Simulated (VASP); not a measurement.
Write the native input for VASP 6.6.1 that does the following.

* Task: single point
* Functional: PBE
* Potentials or basis: VASP PAW PBE potentials, release 64 (Mg, O, N)
* Cutoff: 520 eV
* k mesh: 9 × 9 × 1
* Occupations: gaussian, width 0.05 eV
* Spin: collinear spin, ferromagnetic start
* Starting moments: [0.0, 0.0, 0.0, 0.0, 0.0, 0.0, 3.0] μB
* Dipole correction: yes
* Further INCAR settings: ALGO = Normal; EDIFF = 1e-07; NBANDS = 28

The structure of Mg3NO3 lies in POSCAR:

```
Mg3NO3
1.0
    3.0085896333      0.0000000000      0.0000000000
    0.0000000000      3.0085896333      0.0000000000
    0.0000000000      0.0000000000     19.7799623295
Mg O N
3 3 1
Direct
    0.5000000000      0.5000000000      0.2022248543
    0.0000000000      0.0000000000      0.3100331114
    0.5000000000      0.5000000000      0.4161289115
    0.0000000000      0.0000000000      0.2022248543
    0.5000000000      0.5000000000      0.3095409233
    0.0000000000      0.0000000000      0.4186035439
    0.1250000000      0.2500000000      0.4890808247
```

The input as run:

INCAR

```
  PREC = Accurate
  ENCUT = 520
  EDIFF = 1E-7
  ISMEAR = 0
  SIGMA = 0.05
  LREAL = False
  LASPH = True
  NELM = 150
  ALGO = Normal
  ISIF = 2
  LWAVE = False
  LCHARG = False
  ISPIN = 2
  MAGMOM = 0 0 0 0 0 0 3
  LORBIT = 11
  LDIPOL = True
  IDIPOL = 3
  DIPOL = 0.5 0.5 0.335
  GGA = PE
  NBANDS = 28
```

KPOINTS

```
regular mesh
0
Gamma
  9 9 1
```

Potentials or basis: VASP PAW PBE potentials, release 64 (Mg, O, N).

Run with:

```console
$ cat potpaw_PBE.64/Mg/POTCAR potpaw_PBE.64/O/POTCAR potpaw_PBE.64/N/POTCAR > POTCAR
$ mpirun -np 1 vasp_std > vasp.out
```

Results of the run:

```
Largest force                                         : 1.746 eV/Å
Band gap on the k mesh                                : zero (filled and empty bands overlap)
Net moment                                            : 1.03 μB per cell
Site moments                                          : Mg -0.00, +0.01 (each value once); O -0.00, +0.00, +0.05; N +0.66 μB
Valence electrons inside the program's atomic spheres : Mg 0.35, 0.39, 0.42; O 5.04, 5.08, 5.03; N 3.44
```

Wall time 14 min on 1 thread of Intel(R) Xeon(R) Platinum 8259CL CPU @ 2.50GHz (Skylake/Cascade Lake) (shared host), peak memory 0.54 GiB.
